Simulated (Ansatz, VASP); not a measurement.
**One calculation of Ta4H3, two programs**

Contents of INCAR:

```
PREC = Accurate ; ENCUT = 600
EDIFF = 1E-6 ; ISMEAR = 0
SIGMA = 0.1 ; LREAL = False
LASPH = True ; NELM = 60
ALGO = Normal ; ISIF = 3
LWAVE = False ; LCHARG = False
GGA = PE ; IBRION = 2
NSW = 100 ; EDIFFG = -0.01
```

The input KPOINTS:

```
regular mesh
0
Gamma
  8 8 6
```

The input POSCAR:

```
Ta4H3
1.0
    4.0870928590      0.0000000000      0.0000000000
    0.0000000000      4.0870928590      0.0000000000
    0.0000000000      0.0000000000      4.9556490417
Ta H
4 3
Direct
    0.2545607971      0.2545607971      0.2580113648
    0.7454392029      0.7454392029      0.2580113648
    0.7454392029      0.2545607971      0.7419886352
    0.2545607971      0.7454392029      0.7419886352
    0.0000000000      0.0000000000      0.0000000000
    0.0000000000      0.0000000000      0.5000000000
    0.5000000000      0.5000000000      0.0000000000
```

Input for Ansatz:

```yaml
crystal:
  lattice:
    - [4.087092859, 0.0, 0.0]
    - [0.0, 4.087092859, 0.0]
    - [0.0, 0.0, 4.9556490417]
  atoms:
    - { symbol: Ta, position: [0.2545607971, 0.2545607971, 0.2580113648] }
    - { symbol: Ta, position: [0.7454392029, 0.7454392029, 0.2580113648] }
    - { symbol: Ta, position: [0.7454392029, 0.2545607971, 0.7419886352] }
    - { symbol: Ta, position: [0.2545607971, 0.7454392029, 0.7419886352] }
    - { symbol: H, position: [0.0, 0.0, 0.0] }
    - { symbol: H, position: [0.0, 0.0, 0.5] }
    - { symbol: H, position: [0.5, 0.5, 0.0] }
basis:
  ecutwfc: 420
kpoints:
  mp_grid: { grid: [8, 8, 6] }
hamiltonian:
  xc: pbe
scf:
  occupations: { method: gaussian, width: 0.1 }
output:
  forces: true
  stress: true
  eigenvalues: true
relax:
  adjacent_minimum: "off"
  f_tol: 0.01
  max_steps: 80
  cell: { stress_tol: 0.05 }
```

Change from the starting cell: species swapped into the Ti4H3 type (P-42m, No. 111).

Alike in both runs: task relaxation of cell and atoms; functional PBE; k mesh 8 × 8 × 6; occupations gaussian, width 0.1 eV; no spin polarisation.

|  | VASP | Ansatz |
| --- | --- | --- |
| version | VASP 6.6.1 | Ansatz 0.2.0 |
| potentials or method | VASP PAW PBE potentials, release 64 (Ta_pv, H), cutoff 600 eV | scalar-relativistic, plane waves, PAW |
| valence electrons in the cell | 47 | 55 |

|  | VASP | Ansatz | Ansatz less VASP |
| --- | --- | --- | --- |
| gap on the k mesh at the Fermi level, each at its own relaxed structure (eV) | none | none | - |
| relaxed volume (Å³/atom) | 11.84 | 11.84 | -0.007 |
| relaxed length of the cell vector where the two differ most in proportion (Å) | 4.950 | 4.946 | -0.0046 |

A gap of «none» marks a metal or a gap that the smearing closes. VASP's potentials hold 47 valence electrons a cell and Ansatz's 55, so a difference there can come from the potentials and not from the codes.

Neither program's run includes spin-orbit coupling.
